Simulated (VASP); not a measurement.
Runs of VASP 6.6.1 on BeS (zincblende type). The structure is that of space group F-43m (No. 216), or close to it. The cells are those of the table. 

```tsv
task	cell	cutoff (eV)	smearing	gap on the mesh (eV)	pressure (GPa)	relaxed volume (Å³/atom)
single point	a = 3.248 Å, angles 60.0°, 2 atoms	520	fermi-dirac 0.05 eV	3.18	(a)	-
single point	a = 3.027 Å, angles 60.0°, 2 atoms	520	fermi-dirac 0.05 eV	2.42	76.4	-
single point	a = 3.443 Å, angles 60.0°, 2 atoms	520	tetrahedron	3.63	0.3	-
single point	a = 3.348 Å, angles 60.0°, 2 atoms	520	fermi-dirac 0.05 eV	3.44	9.8	-
single point	a = 3.443 Å, angles 60.0°, 2 atoms	520	fermi-dirac 0.05 eV	3.63	0.3	-
single point	a = 2.904 Å, angles 60.0°, 2 atoms	520	fermi-dirac 0.05 eV	1.86	126.6	-
relaxation of cell and atoms	relaxed from a = 3.339 Å, angles 60.0°, 2 atoms	600	fermi-dirac 0.05 eV	3.64	0.0	14.46
relaxation of cell and atoms	relaxed from a = 3.339 Å, angles 60.0°, 2 atoms	600	tetrahedron	3.64	0.0	14.46
single point	a = 2.638 Å, angles 60.0°, 2 atoms	520	fermi-dirac 0.05 eV	0.40	328.2	-
single point	a = 3.142 Å, angles 60.0°, 2 atoms	520	fermi-dirac 0.05 eV	2.85	(b)	-
single point	a = 2.768 Å, angles 60.0°, 2 atoms	520	fermi-dirac 0.05 eV	(c)	208.8	-
```

Alike in all rows: level r2SCAN; potentials or basis VASP PAW PBE potentials, release 64 (Be, S); no spin polarisation; k mesh 15 × 15 × 15.

Q: Estimate the missing entries.

A: (a) 23.7; (b) 44.6; (c) 1.16.

Caveats: the PAW data sets were made with another functional, which shifts forces and pressure a little.

A k mesh can miss the band edges.
